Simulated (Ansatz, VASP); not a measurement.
**Two plane-wave programs on NaH**

INCAR

```
SYSTEM = NaH
ALGO = Normal ; EDIFF = 1E-8
ENCUT = 520 ; GGA = PS
ISIF = 2 ; ISMEAR = -1
LASPH = .True. ; LCHARG = .False.
LEFG = .True. ; LREAL = .False.
LWAVE = .False. ; NBANDS = 11
NELM = 60 ; PREC = Accurate
SIGMA = 0.02
```

KPOINTS

```
k-points
0
Gamma
  11 11 11
  0 0 0
```

The input POSCAR:

```
NaH
1.0
    0.0477284333      2.4102858818      2.4102858818
    2.4102858818      0.0477284333      2.4102858818
    2.4102858818      2.4102858818      0.0477284333
Na H
1 1
Direct
    0.0000000000      0.0000000000      0.0000000000
    0.5000000000      0.5000000000      0.5000000000
```

Input for Ansatz:

```yaml
crystal:
  lattice:
    - [0.0477284333, 2.4102858818, 2.4102858818]
    - [2.4102858818, 0.0477284333, 2.4102858818]
    - [2.4102858818, 2.4102858818, 0.0477284333]
  atoms:
    - { symbol: Na, position: [0.0, 0.0, 0.0] }
    - { symbol: H, position: [0.5, 0.5, 0.5] }
kpoints:
  mp_grid: { grid: [11, 11, 11] }
scf:
  occupations: { method: fermi_dirac, width: 0.02 }
hamiltonian:
  xc: pbesol
  pseudopotentials: { kind: paw }
output:
  forces: true
  stress: true
  eigenvalues: true
  efg: { contact_densities: true }
```

Change from the starting cell: equal xy, yz and zx shear strains of +2 %, PAW files.

Alike in both runs: task electric field gradients; functional PBEsol; k mesh 11 × 11 × 11; occupations fermi-dirac, width 0.02 eV; no spin polarisation.

|  | VASP | Ansatz |
| --- | --- | --- |
| version | VASP 6.6.1 | Ansatz 0.2.0 |
| potentials or method | VASP PAW PBE potentials, release 64 (Na_pv, H) | PAW with Ansatz's default frozen-core files, scalar-relativistic |
| plane-wave cutoff (eV) | 520 | 420 |
| valence electrons in the cell | 8 | 10 |

|  | VASP | Ansatz | Ansatz less VASP |
| --- | --- | --- | --- |
| gap on the k mesh at the Fermi level (eV) | 3.64 | 3.64 | +0.003 |
| pressure (GPa) | 0.3 | 0.3 | 0.00 |
| traceless stress, the component that is largest in VASP (GPa) | -0.47 | -0.47 | -0.001 |
| size of Vzz on the site where it differs most (V/Å²) | 0.1 | 0.3 | +0.14 |

VASP's potentials were made for PBE, not for PBEsol. The functional is the same, so the differences come from potentials, cutoffs and numerics. VASP's potentials hold 8 valence electrons a cell and Ansatz's 10, so a difference there can come from the potentials and not from the codes.
